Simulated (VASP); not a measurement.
Here is a VASP 6.6.1 calculation.

The input INCAR:

```
PREC = Accurate ; ENCUT = 520
EDIFF = 1E-6 ; ISMEAR = 0
SIGMA = 0.03 ; LREAL = F
LASPH = T ; NELM = 120
ALGO = Normal ; ISIF = 2
LWAVE = F ; LCHARG = F
LDIPOL = T ; IDIPOL = 3
DIPOL = 0.5 0.5 0.500 ; GGA = PE
IVDW = 12 ; NBANDS = 26
GGA_COMPAT = F ; NELMDL = -8
```

KPOINTS

```
Automatic mesh
0
Gamma
  12 12 1
```

POSCAR

```
Hf2CO2
1.0
    3.2500000000      0.0000000000      0.0000000000
   -1.6250000000      2.8145825623      0.0000000000
    0.0000000000      0.0000000000     18.5800000000
O Hf C
2 2 1
Direct
    0.6666670000      0.3333330000      0.3767491927
    0.3333330000      0.6666670000      0.6232508073
    0.3333330000      0.6666670000      0.4321851453
    0.6666670000      0.3333330000      0.5678148547
    0.0000000000      0.0000000000      0.5000000000
```

Potentials or basis: VASP PAW PBE potentials, release 64 (O, Hf_pv, C).

The run is started by

```sh
$ cat potpaw_PBE.64/O/POTCAR potpaw_PBE.64/Hf_pv/POTCAR potpaw_PBE.64/C/POTCAR > POTCAR
$ mpirun -np 1 vasp_std > vasp.out
```

(1) What does it give for the band gap on the k mesh?

(2) Predict the dispersion energy per atom.

(3) What does it give for the largest force?

Results:

(1) 1.13 eV, indirect (least direct gap 1.94 eV).

(2) -0.191 eV.

(3) 4.006 eV/Å.

Caveat: spin-orbit coupling is left out, which moves the levels of the heavy elements.
